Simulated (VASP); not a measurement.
Cu:

```
Cu
1.0
    -1.44279    1.44279    1.37608
     1.44279   -1.44279    1.37608
     1.44279    1.44279   -1.37608
Cu
1
Cartesian
  0.0000 0.0000 0.0000
```

* Program: VASP 6.6.1
* Task: relaxation of cell and atoms
* Functional: PBE
* Potentials or basis: VASP PAW PBE potentials, release 64 (Cu)
* Cutoff: 600 eV
* k mesh: 4 × 4 × 4
* Occupations: gaussian, width 0.1 eV
* Spin: no spin polarisation

At the start: pressure 7.3 GPa; volume 11.46 Å³/atom.

Question: How do energy, volume and symmetry change on relaxing?

Answer: Over 7 steps the energy falls by 13.0 meV/atom and the volume is 12.01 Å³/atom (+4.8 %); space group I4/mmm (No. 139, to 0.1 Å) before and after.

The path:
| step | energy change (eV) | largest force (eV/Å) | pressure (GPa) | volume (Å³) |
| --- | --- | --- | --- | --- |
| 1 | 0.0000 | 0.0000 | 7.33 | 11.46 |
| 2 | -0.0079 | 0.0000 | -3.83 | 12.35 |
| 3 | -0.0121 | 0.0000 | -0.07 | 12.00 |
| 4 | -0.0121 | 0.0000 | -0.18 | 12.01 |
| 5 | -0.0125 | 0.0000 | -0.20 | 12.01 |
| 6 | -0.0129 | 0.0000 | -0.06 | 12.01 |
| 7 | -0.0130 | 0.0000 | -0.06 | 12.01 |

Final structure:
```
Cu
1.0
    -1.47763    1.47763    1.37544
     1.47763   -1.47763    1.37544
     1.47763    1.47763   -1.37544
Cu
1
Direct
  0.00000 0.00000 0.00000
```

Caveat: the k points lie up to 0.78 Å⁻¹ apart in the final cell, too coarse for converged energies and pressures of a metal.
